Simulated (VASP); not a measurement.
# Mo (P6/mmm) in VASP: further runs, part 2 of 2

VASP 6.6.1. The steps go on from the part before.

## Step 4: Single point, PBEsol

This run uses another cell than the first one, of 17.88 Å³/atom, 1.080 times its volume.

INCAR

```
PREC = Accurate
ENCUT = 520
EDIFF = 1E-6
ISMEAR = 1
SIGMA = 0.05
LREAL = F
LASPH = T
NELM = 100
ALGO = Normal
ISIF = 2
LWAVE = F
LCHARG = F
GGA = PS
NBANDS = 13
```

KPOINTS

```
regular mesh
0
Gamma
  12 12 11
```

POSCAR

```
Mo
1.0
    2.8065937811      0.0000000000      0.0000000000
   -1.4033020205      2.4305803303      0.0000000000
    0.0000000000      0.0000000000      2.6215778037
Mo
1
Direct
    0.0000000000      0.0000000000      0.5000000000
```

Potentials or basis: VASP PAW PBE potentials, release 64 (Mo_sv).

Launch:

```console
$ cat potpaw_PBE.64/Mo_sv/POTCAR > POTCAR
$ mpirun -np 1 vasp_std > vasp.out
```

OUTCAR:

```text
PREC = Accurate
   ENCUT = 520
   EDIFF = 1E-6
   ISMEAR = 1
   LREAL = F
   LASPH = T
   NELM = 100
   ISIF = 2
   GGA = PS

 ion  position               nearest neighbor table
   1  0.000  0.000  0.500-

  LATTYP: Found a hexagonal cell.
 ALAT       =     2.8065937811
 C/A-ratio  =     0.9340781061

  Lattice vectors:

 A1 = (   2.8065937811,   0.0000000000,   0.0000000000)
 A2 = (  -1.4033020205,   2.4305803303,   0.0000000000)
 A3 = (   0.0000000000,   0.0000000000,   2.6215778037)

Analysis of symmetry for initial positions (statically):
=====================================================================
 Subroutine PRICEL returns:
 Original cell was already a primitive cell.

 Routine SETGRP: Setting up the symmetry group for a
 hexagonal supercell.

 Subroutine GETGRP returns: Found 24 space group operations
 (whereof 24 operations were pure point group operations)
 out of a pool of 24 trial point group operations.

The static configuration has the point symmetry D_6h.

Analysis of symmetry for dynamics (positions and initial velocities):
=====================================================================
 Subroutine PRICEL returns:
 Original cell was already a primitive cell.

 Routine SETGRP: Setting up the symmetry group for a
 hexagonal supercell.

 Subroutine GETGRP returns: Found 24 space group operations
 (whereof 24 operations were pure point group operations)
 out of a pool of 24 trial point group operations.

The dynamic configuration has the point symmetry D_6h.

 Subroutine INISYM returns: Found 24 space group operations
 (whereof 24 operations are pure point group operations),
 and found     1 'primitive' translations

----------------------------------------------------------------------------------------

                                     Primitive cell

  volume of cell :      17.8835

  direct lattice vectors                    reciprocal lattice vectors
     2.806593781  0.000000000  0.000000000     0.356303790  0.205712941  0.000000000
    -1.403302020  2.430580330  0.000000000     0.000000000  0.411424378  0.000000000
     0.000000000  0.000000000  2.621577804     0.000000000  0.000000000  0.381449675

  length of vectors
     2.806593781  2.806595322  2.621577804     0.411424604  0.411424378  0.381449675

  position of ions in fractional coordinates (direct lattice)
     0.000000000  0.000000000  0.500000000

  ion indices of the primitive-cell ions
   primitive index   ion index
                 1           1

----------------------------------------------------------------------------------------

 KPOINTS: regular mesh

Automatic generation of k-mesh.
 Grid dimensions read from file:
 generate k-points for:   12   12   11

 Generating k-lattice:

  Cartesian coordinates                     Fractional coordinates (reciprocal lattice)
     0.029691982  0.017142745  0.000000000     0.083333333 -0.000000000  0.000000000
     0.000000000  0.034285365  0.000000000     0.000000000  0.083333333  0.000000000
     0.000000000  0.000000000  0.034677243     0.000000000  0.000000000  0.090909091

  Length of vectors
     0.034285384  0.034285365  0.034677243

  Shift w.r.t. Gamma in fractional coordinates (k-lattice)
     0.000000000  0.000000000  0.000000000

 Subroutine IBZKPT returns following result:
 ===========================================

 Found    114 irreducible k-points:

 Following reciprocal coordinates:
            Coordinates               Weight
  0.000000  0.000000  0.000000      1.000000
  0.083333 -0.000000  0.000000      6.000000
  0.166667 -0.000000  0.000000      6.000000
  0.250000 -0.000000  0.000000      6.000000
  0.333333 -0.000000  0.000000      6.000000
  0.416667  0.000000  0.000000      6.000000
[... 16 lines left out ...]
  0.250000 -0.000000  0.090909     12.000000
  0.333333 -0.000000  0.090909     12.000000
 [... further k-points ...]
   k-points           NKPTS =    114   k-points in BZ     NKDIM =    114   number of bands    NBANDS=     13
   number of dos      NEDOS =    301   number of ions     NIONS =      1
   total plane-waves  NPLWV =  11520
   dimension x,y,z NGX =    24 NGY =   24 NGZ =   20
   dimension x,y,z NGXF=    48 NGYF=   48 NGZF=   40
   ions per type =               1
   NGX,Y,Z   is equivalent  to a cutoff of  14.22, 14.22, 12.68 a.u.
   NGXF,Y,Z  is equivalent  to a cutoff of  28.43, 28.43, 25.37 a.u.
 SYSTEM =  unknown system
   PREC   = accura    normal or accurate (medium, high low for compatibility)
   ISTART =      0    job   : 0-new  1-cont  2-samecut
   ICHARG =      2    charge: 1-file 2-atom 10-const
   ISPIN  =      1    spin polarized calculation?
   LNONCOLLINEAR =      F non collinear calculations
   LSORBIT =      F    spin-orbit coupling
   LASPH  =      T    aspherical Exc in radial PAW
   ENCUT  =  520.0 eV  38.22 Ry    6.18 a.u.   5.22  5.22  4.87*2*pi/ulx,y,z
   NELM   =    100;   NELMIN=  2; NELMDL= -5     # of ELM steps
   EDIFF  = 0.1E-05   stopping-criterion for ELM
   LREAL  =      F    real-space projection
   EDIFFG = 0.1E-04   stopping-criterion for IOM
   NSW    =      0    number of steps for IOM
   IBRION =     -1    ionic relax: 0-MD 1-quasi-New 2-CG
   NFREE  =      0    steps in history (QN), initial steepest desc. (CG)
   ISIF   =      2    stress and relaxation
   ISYM   =      2    0-nonsym 1-usesym 2-fastsym
   POTIM  = 0.5000    time-step for ionic-motion
   TEBEG  =    0.0;   TEEND  =   0.0 temperature during run
   PSTRESS=    0.0 pullay stress
   NELECT =      14.0000    total number of electrons
   NUPDOWN=      -1.0000    fix difference up-down
   EMIN   =  10.00;   EMAX   =-10.00  energy-range for DOS
   EFERMI =   0.00;   METHOD = LEGACY
   ISMEAR =     1;   SIGMA  =   0.05  broadening in eV -4-tet -1-fermi 0-gaus
   EFERMI_NEDOS =   21; number of points for ismear=-14 and -15
   IALGO  =     38    algorithm
   IMIX   =      4    mixing-type and parameters
     AMIX     =   0.40;   BMIX     =  1.00
     AMIX_MAG =   1.60;   BMIX_MAG =  1.00
  volume/ion in A,a.u.               =      17.88       120.68
  Fermi-wavevector in a.u.,A,eV,Ry     =   1.508806  2.851230 30.973604  2.276496
  Thomas-Fermi vector in A             =   2.619212
   LORBIT       =      0    0 simple, 1 ext, 2 COOP (PROOUT), +10 PAW based schemes
   GGA     = PS    functional components
   LHFCALC =     F    Hartree Fock is set to
   AEXX    =    0.0000 exact exchange contribution
   IVDW    =     0    specifies the selected vdW correction
   LEPSILON=     F    determine dielectric tensor
   LRPA    =     F    only Hartree local field effects (RPA)
 non-spin polarized calculation
 Methfessel and Paxton  Order N= 1 SIGMA  =   0.05
  energy-cutoff  :      520.00
  volume of cell :       17.88
 maximum number of plane-waves:       490
 NGX is ok and might be reduce to    24
   NGX = 11   NGY = 11   NGZ =  9

 number of electron      13.9999999 magnetization

 Free energy of the ion-electron system (eV)
  ---------------------------------------------------
  ext. energy  EPLUGINS =         0.00000000
  ---------------------------------------------------
  free energy    TOTEN  =       -10.76556632 eV

  energy without entropy =      -10.76574128  energy(sigma->0) =      -10.76562464

 E-fermi :  10.3552     XC(G=0): -12.6962

 val. band max:       10.3450068597   @ k =   0.0833  -0.0000   0.3636
 cond. band min:      10.3728223334   @ k =   0.2500  -0.0000   0.4545
 fundamental gap:      0.0278154736
 Fermi energy:        10.3551871665

 k-point     1 :       0.0000    0.0000    0.0000
  band No.  band energies     occupation
      1     -50.6302      2.00000
      2     -24.0747      2.00000
      3     -24.0747      2.00000
      4     -24.0645      2.00000
      5       3.7433      2.00000
      6       6.3670      2.00000
      7       9.5374      2.00000
      8       9.5374      2.00000
      9      13.9890      0.00000
     10      13.9890      0.00000
     11      23.2496      0.00000
     12      25.3945      0.00000
     13      29.9320      0.00000
[... 353 lines left out ...]
 k-point    24 :       0.3333   -0.0000    0.0909
  band No.  band energies     occupation
      1     -50.4923      2.00000
      2     -24.8879      2.00000
      3     -24.2557      2.00000
      4     -24.0849      2.00000
      5       6.0833      2.00000
      6       7.3043      2.00000
      7       9.3080      2.00000
      8      11.8056      0.00000
      9      12.6566      0.00000
     10      13.2251      0.00000
     11      21.9373      0.00000
     12      25.5894      0.00000
     13      27.0257      0.00000

 [... further k-points ...]
[... 5 lines left out ...]
  --------------------------------------------------------------------------------------
  -------------------------------------------------------------------------------------
  Total       -1.7548715     -1.7548698     -2.4745183      0.0000037      0.0000000      0.0000000
  in kB     -157.2184841   -157.2183312   -221.6914581      0.0003318      0.0000000      0.0000000
  external PRESSURE =    -178.7094245 kB  Pullay stress =       0.0000000 kB

 VOLUME and BASIS-vectors are now :
 -----------------------------------------------------------------------------
  energy-cutoff  :      520.00
  volume of cell :       17.88
      direct lattice vectors                 reciprocal lattice vectors
     2.806593781  0.000000000  0.000000000     0.356303790  0.205712941  0.000000000
    -1.403302020  2.430580330  0.000000000     0.000000000  0.411424378  0.000000000
     0.000000000  0.000000000  2.621577804     0.000000000  0.000000000  0.381449675

 POSITION                                       TOTAL-FORCE (eV/Angst)
 -----------------------------------------------------------------------------------
      0.00000      0.00000      1.31079        -0.000000      0.000000      0.000000
 -----------------------------------------------------------------------------------
    total drift:                                0.000000      0.000000     -0.000000

  FREE ENERGIE OF THE ION-ELECTRON SYSTEM (eV)
  ---------------------------------------------------
  free  energy   TOTEN  =       -10.7655663201 eV

  energy  without entropy=      -10.7657412828  energy(sigma->0) =      -10.76562464
```

OSZICAR:

```text
N       E                     dE             d eps       ncg     rms          rms(c)
DAV:   1     0.109080929126E+03    0.10908E+03   -0.91222E+03  2988   0.110E+03
DAV:   2    -0.995304274140E+01   -0.11903E+03   -0.11525E+03  3394   0.326E+02
DAV:   3    -0.113824976216E+02   -0.14295E+01   -0.14234E+01  3409   0.362E+01
DAV:   4    -0.113869257848E+02   -0.44282E-02   -0.44279E-02  3409   0.228E+00
DAV:   5    -0.113869623267E+02   -0.36542E-04   -0.36542E-04  3409   0.176E-01    0.119E+01
DAV:   6    -0.108292153922E+02    0.55775E+00   -0.76122E-01  3004   0.995E+00    0.306E+00
DAV:   7    -0.107696645453E+02    0.59551E-01   -0.10407E-01  3339   0.341E+00    0.783E-01
DAV:   8    -0.107655324490E+02    0.41321E-02   -0.38560E-03  3139   0.746E-01    0.130E-01
DAV:   9    -0.107655611209E+02   -0.28672E-04   -0.64557E-05  3631   0.929E-02    0.593E-02
DAV:  10    -0.107655665595E+02   -0.54386E-05   -0.84336E-06  3174   0.280E-02    0.222E-03
DAV:  11    -0.107655663201E+02    0.23940E-06   -0.21161E-07  1927   0.523E-03
   1 F= -.10765566E+02 E0= -.10765625E+02  d E =0.174963E-03
```

stdout:

```text
POSCAR found type information on POSCAR Mo
 POSCAR found :  1 types and       1 ions
 scaLAPACK will be used
 -----------------------------------------------------------------------------
|                                                                             |
|                                                                             |
|     You enforced a specific xc type in the INCAR file but a different       |
|     I HOPE YOU KNOW WHAT YOU ARE DOING!                                     |
|                                                                             |
 -----------------------------------------------------------------------------

 LDA part: xc-table for (Slater+PW92), standard interpolation
 POSCAR, INCAR and KPOINTS ok, starting setup
 FFT: planning ... GRIDC
 FFT: planning ... GRID_SOFT
 FFT: planning ... GRID
 WAVECAR not read
 entering main loop
```

Wall time 7.2 s (1 thread of Intel Xeon 6975P-C (Granite Rapids), shared host); peak memory 0.15 GiB.

What came out:

```yaml
Free_energy: -10.7656 eV
Pressure: -17.9 GPa
Band_gap_on_the_k_mesh: zero (band 7 reaches 11.17 eV, above the bottom of band 8 at 9.54 eV)
```

Levels at points of the mesh, in eV from the Fermi level:
```
           k point  band 5  band 6  band 7  band 8  band 9  band 10
(0.00, 0.00, 0.00)   -6.61   -3.99   -0.82   -0.82    3.63     3.63
(0.50, 0.00, 0.00)   -4.54   -2.99    0.82    0.87    3.04     3.95
```

Caveat: the PAW data sets were made with another functional, which shifts forces and pressure a little.

## Step 5: Overview

```csv
cell,gap on the mesh (eV),pressure (GPa)
"a = 2.736, b = 2.736, c = 2.555 Å, angles 90.0, 90.0, 120.0°, 1 atom",none,-4.2
"a = 2.772, b = 2.772, c = 2.589 Å, angles 90.0, 90.0, 120.0°, 1 atom",none,-11.8
"a = 2.807, b = 2.807, c = 2.622 Å, angles 90.0, 90.0, 120.0°, 1 atom",none,-17.9
```

Alike in all rows: task single point; level PBEsol; potentials or basis VASP PAW PBE potentials, release 64 (Mo_sv); no spin polarisation; k mesh 12 × 12 × 11; cutoff (eV) 520; smearing methfessel-paxton 0.05 eV.

Caveats: the PAW data sets were made with another functional, which shifts forces and pressure a little.

Absolute energies hang on the potentials; compare differences alone.
